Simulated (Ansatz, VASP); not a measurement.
Ba2C: VASP beside Ansatz

```
C Ba
1.0
     0.00000    3.50665    3.50665
     3.55153    0.00000    3.50665
     3.55153    3.50665    0.00000
C Ba
1 2
Direct
  0.00000 0.00000 0.00000
  0.25000 0.25000 0.25000
  0.75000 0.75000 0.75000
```

Change from the starting cell: uniaxial_x strain +1.3%.

Alike in both runs: task single point; functional PBE; k mesh 6 × 6 × 6; occupations fermi-dirac, width 0.02 eV; no spin polarisation.

|  | VASP | Ansatz |
| --- | --- | --- |
| version | VASP 6.6.1 | Ansatz 0.2.0 |
| potentials or method | VASP PAW PBE potentials, release 64 (C, Ba_sv) | plane waves, PAW |
| plane-wave cutoff (eV) | 520 | 420 |
| valence electrons in the cell | 24 | 24 |

|  | VASP | Ansatz | Ansatz less VASP |
| --- | --- | --- | --- |
| pressure (GPa) | 1.1 | -0.1 | -1.23 |
| traceless stress, the component that is largest in VASP (GPa) | -0.79 | -0.75 | +0.036 |

With one functional, cell and mesh, what is left measures potentials, basis and numerics.

Neither program's run includes spin-orbit coupling.
